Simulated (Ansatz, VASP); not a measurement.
# Two plane-wave programs on SiC

Contents of INCAR:

```
  PREC = Accurate
  ENCUT = 600
  EDIFF = 1E-7
  ISMEAR = 0
  SIGMA = 0.01
  LREAL = False
  LASPH = True
  NELM = 60
  ALGO = Normal
  ISIF = 3
  LWAVE = False
  LCHARG = False
  GGA = PE
  IBRION = 2
  NSW = 80
  EDIFFG = -0.001
```

Contents of KPOINTS:

```
Automatic mesh
0
Gamma
  12 12 12
```

POSCAR

```
SiC
1.0
    0.0000000000      2.1898640989      2.1898640989
    2.1898640989      0.0000000000      2.1898640989
    2.1898640989      2.1898640989      0.0000000000
Si C
1 1
Direct
    0.0000000000      0.0000000000      0.0000000000
    0.7500000000      0.7500000000      0.7500000000
```

Input for Ansatz:

```yaml
crystal:
  lattice:
    - [0.0, 2.1898640989, 2.1898640989]
    - [2.1898640989, 0.0, 2.1898640989]
    - [2.1898640989, 2.1898640989, 0.0]
  atoms:
    - { symbol: Si, position: [0.0, 0.0, 0.0] }
    - { symbol: C, position: [0.75, 0.75, 0.75] }
basis:
  ecutwfc: 420
kpoints:
  mp_grid: { grid: [12, 12, 12] }
hamiltonian:
  xc: pbe
scf:
  occupations: { method: fixed }
output:
  forces: true
  stress: true
  eigenvalues: true
relax:
  adjacent_minimum: "off"
  f_tol: 0.001
  max_steps: 60
  cell: { stress_tol: 0.01 }
```

Alike in both runs: task relaxation of cell and atoms; functional PBE; k mesh 12 × 12 × 12; no spin polarisation.

```csv
,VASP,Ansatz
version,VASP 6.6.1,Ansatz 0.2.0
potentials or method,"VASP PAW PBE potentials, release 64 (Si, C), cutoff 600 eV","scalar-relativistic, plane waves, PAW"
occupations,"gaussian, width 0.01 eV",fixed
valence electrons in the cell,8,8
```

|  | VASP | Ansatz | Ansatz less VASP |
| --- | --- | --- | --- |
| gap on the k mesh at the Fermi level, each at its own relaxed structure (eV) | 1.37 | 1.37 | +0.003 |
| relaxed volume (Å³/atom) | 10.49 | 10.50 | +0.010 |
| relaxed cell length with the largest relative difference (Å) | 3.096 | 3.097 | +0.0010 |
